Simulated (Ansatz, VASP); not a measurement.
**HfO2 in VASP and in Ansatz**

The input INCAR:

```
PREC = Accurate
ENCUT = 520
EDIFF = 1E-7
ISMEAR = -1
SIGMA = 0.02
LREAL = F
LASPH = T
NELM = 80
ALGO = Normal
ISIF = 2
LWAVE = F
LCHARG = T
GGA = PE
LELF = T
LVHAR = T
NBANDS = 56
```

Contents of KPOINTS:

```
Automatic mesh
0
Gamma
  6 6 6
```

Contents of POSCAR:

```
HfO2
1.0
    5.2465062900      0.0000000000      0.0000000000
    0.0000000000      5.0303689240      0.0000000000
    0.0000000000      0.0000000000      5.1098920052
Hf O
4 8
Direct
    0.0327564825      0.2668120232      0.2399633115
    0.4672435175      0.2668120232      0.7399633115
    0.5327564825      0.7331879768      0.2399633115
    0.9672435175      0.7331879768      0.7399633115
    0.3656608023      0.0681958556      0.3826913828
    0.1343391977      0.0681958556      0.8826913828
    0.7308114833      0.4620481837      0.4903453058
    0.7691885167      0.4620481837      0.9903453058
    0.2691885167      0.5379518163      0.9903453058
    0.2308114833      0.5379518163      0.4903453058
    0.8656608023      0.9318041444      0.3826913828
    0.6343391977      0.9318041444      0.8826913828
```

Input for Ansatz:

```yaml
crystal:
  lattice:
    - [5.24650629, 0.0, 0.0]
    - [0.0, 5.030368924, 0.0]
    - [0.0, 0.0, 5.1098920052]
  atoms:
    - { symbol: Hf, position: [0.0327564825, 0.2668120232, 0.2399633115] }
    - { symbol: Hf, position: [0.4672435175, 0.2668120232, 0.7399633115] }
    - { symbol: Hf, position: [0.5327564825, 0.7331879768, 0.2399633115] }
    - { symbol: Hf, position: [0.9672435175, 0.7331879768, 0.7399633115] }
    - { symbol: O, position: [0.3656608023, 0.0681958556, 0.3826913828] }
    - { symbol: O, position: [0.1343391977, 0.0681958556, 0.8826913828] }
    - { symbol: O, position: [0.7308114833, 0.4620481837, 0.4903453058] }
    - { symbol: O, position: [0.7691885167, 0.4620481837, 0.9903453058] }
    - { symbol: O, position: [0.2691885167, 0.5379518163, 0.9903453058] }
    - { symbol: O, position: [0.2308114833, 0.5379518163, 0.4903453058] }
    - { symbol: O, position: [0.8656608023, 0.9318041444, 0.3826913828] }
    - { symbol: O, position: [0.6343391977, 0.9318041444, 0.8826913828] }
kpoints:
  mp_grid: { grid: [6, 6, 6] }
  band_path:
    path:
      - [0.0, 0.0, 0.0]
      - [0.5, 0.0, 0.0]
      - [0.5, 0.5, 0.0]
      - [0.0, 0.5, 0.0]
      - [0.0, 0.0, 0.5]
      - [0.5, 0.0, 0.5]
      - [0.5, 0.5, 0.5]
      - [0.0, 0.5, 0.5]
      - [0.1, 0.5, 0.0]
      - [0.270833, -0.5, 0.354167]
    npoints: 1
hamiltonian:
  xc: pbe
scf:
  occupations: { method: fermi_dirac, width: 0.02 }
  n_extra_bands: 7
output:
  forces: true
  stress: true
  eigenvalues: true
```

Change from the starting cell: uniaxial_z strain +1.0%.

Alike in both runs: task single point; functional PBE; k mesh 6 × 6 × 6; occupations fermi-dirac, width 0.02 eV; no spin polarisation.

```csv
,VASP,Ansatz
version,VASP 6.6.1,Ansatz 0.2.0
potentials or method,"VASP PAW PBE potentials, release 64 (Hf_pv, O)","plane waves, PAW"
plane-wave cutoff (eV),520,420
valence electrons in the cell,88,152
```

```tsv
	VASP	Ansatz	Ansatz less VASP
gap on the k mesh at the Fermi level (eV)	4.36	4.40	+0.047
pressure (GPa)	0.3	3.6	+3.25
traceless stress, the component that is largest in VASP (GPa)	-1.93	-1.96	-0.032
rms of the force components (eV/Å)	0.013	0.027	+0.0135
```

Atom by atom the forces differ by 0.027 eV/Å (rms over components). The functional is the same, so the differences come from potentials, cutoffs and numerics. VASP's potentials hold 88 valence electrons a cell and Ansatz's 152, so a difference there can come from the potentials and not from the codes.

Neither program's run includes spin-orbit coupling.
